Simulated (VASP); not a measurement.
# LiCl (Fm-3m) in VASP: notebook, part 2 of 2

VASP 6.6.1.

### Step 5. Single point, r2SCAN

This run uses another cell than the first one, of 16.70 Å³/atom, 1.064 times its volume.

File POSCAR:

```
LiCl
1.0
    0.0000000000      2.5562024743      2.5562024743
    2.5562024743      0.0000000000      2.5562024743
    2.5562024743      2.5562024743      0.0000000000
Li Cl
1 1
Direct
    0.0000000000      0.0000000000      0.0000000000
    0.5000000000      0.5000000000      0.5000000000
```

File INCAR.step1:

```
SYSTEM = LiCl
PREC = Accurate
ENCUT = 520
ISMEAR = 0
SIGMA = 0.02
LREAL = .False.
LASPH = .True.
NELM = 60
NBANDS = 12
GGA = PE
ALGO = Normal
EDIFF = 1E-4
LWAVE = .True.
LCHARG = .False.
```

File INCAR.step2:

```
SYSTEM = LiCl
PREC = Accurate
ENCUT = 520
EDIFF = 1E-7
ISMEAR = 0
SIGMA = 0.02
LREAL = .False.
LASPH = .True.
NELM = 60
ALGO = Normal
ISIF = 2
LWAVE = .False.
LCHARG = .True.
METAGGA = R2SCAN
LMIXTAU = .True.
LELF = .True.
LVHAR = .True.
NBANDS = 12
ISTART = 1
```

File KPOINTS:

```
regular mesh
0
Gamma
  8 8 8
  0 0 0
```

Potentials or basis: VASP PAW PBE potentials, release 64 (Li_sv, Cl).

Run with:

```console
$ cat potpaw_PBE.64/Li_sv/POTCAR potpaw_PBE.64/Cl/POTCAR > POTCAR
$ cp INCAR.step1 INCAR
$ mpirun -np 1 vasp_std > vasp.out
$ cp INCAR.step2 INCAR
$ mpirun -np 1 vasp_std > vasp.out
```

OUTCAR:

```text
SYSTEM = LiCl
   PREC = Accurate
   ENCUT = 520
   EDIFF = 1E-7
   ISMEAR = 0
   LREAL = .False.
   LASPH = .True.
   NELM = 60
   ISIF = 2
   METAGGA = R2SCAN
   ISTART = 1

 ion  position               nearest neighbor table
   1  0.000  0.000  0.000-   2 2.56   2 2.56   2 2.56   2 2.56   2 2.56   2 2.56
   2  0.500  0.500  0.500-   1 2.56   1 2.56   1 2.56   1 2.56   1 2.56   1 2.56

  LATTYP: Found a face centered cubic cell.
 ALAT       =     5.1124049486

  Lattice vectors:

 A1 = (   0.0000000000,   2.5562024743,   2.5562024743)
 A2 = (   2.5562024743,   0.0000000000,   2.5562024743)
 A3 = (   2.5562024743,   2.5562024743,   0.0000000000)

Analysis of symmetry for initial positions (statically):
=====================================================================
 Subroutine PRICEL returns:
 Original cell was already a primitive cell.

 Routine SETGRP: Setting up the symmetry group for a
 face centered cubic supercell.

 Subroutine GETGRP returns: Found 48 space group operations
 (whereof 48 operations were pure point group operations)
 out of a pool of 48 trial point group operations.

The static configuration has the point symmetry O_h .

[... 175 lines left out ...]
      7      12.9353      0.00000
      8      12.9353      0.00000
      9      12.9353      0.00000
     10      15.6716      0.00000
     11      15.6716      0.00000
     12      16.1876      0.00000
[... 331 lines left out ...]
 k-point    24 :      -0.3750    0.2500    0.1250
  band No.  band energies     occupation
      1     -44.5303      2.00000
      2     -13.0379      2.00000
      3      -2.3442      2.00000
      4      -1.0777      2.00000
      5      -0.3402      2.00000
      6       9.3074      0.00000
      7      10.4464      0.00000
      8      11.7205      0.00000
      9      13.0859      0.00000
     10      16.8132      0.00000
     11      17.6681      0.00000
     12      19.5247      0.00000

 [... further k-points ...]

------------------------ aborting loop because EDIFF is reached ----------------------------------------

  FORCE on cell =-STRESS in cart. coord.  units (eV):
  Direction    XX          YY          ZZ          XY          YZ          ZX
  --------------------------------------------------------------------------------------
  -------------------------------------------------------------------------------------
  Total       -0.1002925     -0.1002925     -0.1002925     -0.0000000      0.0000000     -0.0000000
  in kB       -4.8101998     -4.8101998     -4.8101998     -0.0000000      0.0000000     -0.0000000
  external PRESSURE =      -4.8101998 kB  Pullay stress =       0.0000000 kB

 VOLUME and BASIS-vectors are now :
 -----------------------------------------------------------------------------
  energy-cutoff  :      520.00
  volume of cell :       33.41
      direct lattice vectors                 reciprocal lattice vectors
     0.000000000  2.556202474  2.556202474    -0.195602659  0.195602659  0.195602659
     2.556202474  0.000000000  2.556202474     0.195602659 -0.195602659  0.195602659
     2.556202474  2.556202474  0.000000000     0.195602659  0.195602659 -0.195602659

 POSITION                                       TOTAL-FORCE (eV/Angst)
 -----------------------------------------------------------------------------------
      0.00000      0.00000      0.00000        -0.000000     -0.000000     -0.000000
      2.55620      2.55620      2.55620         0.000000      0.000000      0.000000
 -----------------------------------------------------------------------------------
    total drift:                                0.000000      0.000000      0.000000

  FREE ENERGIE OF THE ION-ELECTRON SYSTEM (eV)
  ---------------------------------------------------
  free  energy   TOTEN  =       -12.5880795367 eV

  energy  without entropy=      -12.5880795367  energy(sigma->0) =      -12.58807954
```

OSZICAR.step1:

```text
N       E                     dE             d eps       ncg     rms          rms(c)
DAV:   1     0.408603537176E+02    0.40860E+02   -0.39875E+03   696   0.760E+02
DAV:   2    -0.492287707085E+01   -0.45783E+02   -0.43466E+02   868   0.145E+02
DAV:   3    -0.738881267900E+01   -0.24659E+01   -0.24578E+01   916   0.339E+01
DAV:   4    -0.744794265165E+01   -0.59130E-01   -0.59109E-01   980   0.542E+00
DAV:   5    -0.744842722938E+01   -0.48458E-03   -0.48457E-03   908   0.499E-01    0.240E+00
DAV:   6    -0.737880508675E+01    0.69622E-01   -0.14787E-01   864   0.181E+00    0.171E+00
DAV:   7    -0.738051744874E+01   -0.17124E-02   -0.48809E-02  1068   0.116E+00    0.927E-01
DAV:   8    -0.738458226338E+01   -0.40648E-02   -0.61828E-03   820   0.542E-01    0.153E-01
DAV:   9    -0.738454301504E+01    0.39248E-04   -0.19279E-04   856   0.965E-02
   1 F= -.73845430E+01 E0= -.73845430E+01  d E =-.448376E-55
```

Run time: 36 s. Hardware: 1 thread of Intel Xeon Platinum 8488C (Sapphire Rapids), shared host; peak memory 0.15 GiB.

What came out:

- Free energy: -12.5881 eV
- Band gap on the k mesh: 7.36 eV, direct

Caveat: the cutoff is under 1.25 times the usual one of these potentials, so pressure, stress and relaxed cells hold a basis-set (Pulay) error; the PAW data sets were made with another functional, which shifts forces and pressure a little.

### Step 6. Overview

```tsv
cell	gap on the mesh (eV)
a = 3.541 Å, angles 60.0°, 2 atoms	7.62
a = 3.578 Å, angles 60.0°, 2 atoms	7.57
a = 3.615 Å, angles 60.0°, 2 atoms	7.36
```

Alike in all rows: task single point; level r2SCAN; potentials or basis VASP PAW PBE potentials, release 64 (Li_sv, Cl); no spin polarisation; k mesh 8 × 8 × 8; cutoff (eV) 520; smearing gaussian 0.02 eV.

Caveats: the cutoff is under 1.25 times the usual one of these potentials, so pressure, stress and relaxed cells hold a basis-set (Pulay) error; the PAW data sets were made with another functional, which shifts forces and pressure a little.

Total energies depend on the potentials used, so only differences within one code and one set of settings carry meaning.
